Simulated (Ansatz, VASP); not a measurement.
## One calculation of GaN, two programs

File INCAR:

```
PREC = Accurate
ENCUT = 600
EDIFF = 1E-6
ISMEAR = 0
SIGMA = 0.1
LREAL = F
LASPH = T
NELM = 200
ALGO = Normal
ISIF = 2
LWAVE = F
LCHARG = F
LDAU = T
LDAUTYPE = 2
LDAUL = 2 -1
LDAUU = 4.1 0
LDAUJ = 0 0
LDAUPRINT = 1
GGA = PE
NBANDS = 16
GGA_COMPAT = F
```

Contents of KPOINTS:

```
Automatic mesh
0
Gamma
  6 6 6
```

The input POSCAR:

```
GaN
1.0
    0.0000000000      2.2535006075      2.2535006075
    2.2535006075      0.0000000000      2.2535006075
    2.2535006075      2.2535006075      0.0000000000
Ga N
1 1
Direct
    0.0000000000      0.0000000000      0.0000000000
    0.7500000000      0.7500000000      0.7500000000
```

Input for Ansatz:

```yaml
crystal:
  lattice:
    - [0.0, 2.2535006075, 2.2535006075]
    - [2.2535006075, 0.0, 2.2535006075]
    - [2.2535006075, 2.2535006075, 0.0]
  atoms:
    - { symbol: Ga, position: [0.0, 0.0, 0.0] }
    - { symbol: "N", position: [0.75, 0.75, 0.75] }
basis:
  ecutwfc: 420
kpoints:
  mp_grid: { grid: [6, 6, 6] }
hamiltonian:
  xc: pbe
  hubbard: { sites: [{ species: Ga, l: d, u_eff: 4.1 }] }
scf:
  occupations: { method: gaussian, width: 0.1 }
  max_iter: 100
output:
  forces: true
  stress: false
  eigenvalues: true
```

Alike in both runs: task single point; functional PBE; k mesh 6 × 6 × 6; occupations gaussian, width 0.1 eV; no spin polarisation; Hubbard terms Ga d U = 4.1 eV.

```csv
,VASP,Ansatz
version,VASP 6.6.1,Ansatz 0.2.0
potentials or method,"VASP PAW PBE potentials, release 64 (Ga_d, N), cutoff 600 eV","scalar-relativistic, plane waves, PAW"
valence electrons in the cell,18,18
```

|  | VASP | Ansatz | Ansatz less VASP |
| --- | --- | --- | --- |
| gap on the k mesh at the Fermi level (eV) | 2.05 | 1.77 | -0.283 |
| least direct gap on the mesh (eV) | 2.05 | 1.77 | -0.283 |

The programs project onto different local orbitals, so the same U acts differently, and such runs can settle in different states.
